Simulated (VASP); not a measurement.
Here is a VASP 6.6.1 calculation.

INCAR

```
PREC = Accurate
ENCUT = 520
EDIFF = 1E-6
ISMEAR = -1
SIGMA = 0.08
LREAL = False
LASPH = True
NELM = 100
ALGO = Normal
ISIF = 2
LWAVE = False
LCHARG = True
GGA = PS
LELF = True
LVHAR = True
NBANDS = 12
```

KPOINTS

```
Automatic mesh
0
Gamma
  16 16 9
```

File POSCAR:

```
P
1.0
    2.9722283072      0.0000000000      0.0000000000
   -1.4861141536      2.5740252198      0.0000000000
    0.0000000000      0.0000000000      2.9717896652
P
2
Direct
    0.3333333333      0.6666666667      0.2500000000
    0.6666666667      0.3333333333      0.7500000000
```

Potentials or basis: VASP PAW PBE potentials, release 64 (P).

Run with:

```sh
$ cat potpaw_PBE.64/P/POTCAR > POTCAR
$ mpirun -np 1 vasp_std > vasp.out
```

(1) Estimate the band gap on the k mesh.

(2) Estimate the pressure.

## Answers

(1) zero (bands 5 and 6 overlap by 8.02 eV).

(2) 40.9 GPa.

Caveat: the cell stands under pressure; the PAW data sets were made with another functional, which shifts forces and pressure a little.
